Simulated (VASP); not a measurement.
Here is a VASP 6.6.1 calculation.

File INCAR:

```
SYSTEM = HfO2
PREC = Accurate
ENCUT = 520
EDIFF = 1E-6
ISMEAR = 0
SIGMA = 0.05
LREAL = .FALSE.
LASPH = .TRUE.
NELM = 60
ALGO = Normal
ISIF = 2
LWAVE = .FALSE.
LCHARG = .FALSE.
GGA = PE
NBANDS = 18
```

Contents of KPOINTS:

```
Automatic mesh
0
G
  8 8 8
  0 0 0
```

Contents of POSCAR:

```
HfO2
1.0
    0.0000000000      2.4552000000      2.3529000000
    2.4552000000      0.0000000000      2.3529000000
    2.4552000000      2.4552000000      0.0000000000
Hf O
1 2
Direct
    0.0000000000      0.0000000000      0.0000000000
    0.2500000000      0.2500000000      0.2500000000
    0.7500000000      0.7500000000      0.7500000000
```

Potentials or basis: VASP PAW PBE potentials, release 64 (Hf_pv, O).

Command:

```bash
$ cat potpaw_PBE.64/Hf_pv/POTCAR potpaw_PBE.64/O/POTCAR > POTCAR
$ mpirun -np 1 vasp_std > vasp.out
```

(1) What does it give for the band gap on the k mesh?

(2) Predict the pressure.

Results:

(1) 3.52 eV, indirect (least direct gap 3.77 eV).

(2) 47.6 GPa.

Caveat: the cell differs from its parent crystal (strain -0.040 along x and y, -0.080 along z); spin-orbit coupling is left out, which moves the levels of the heavy elements.
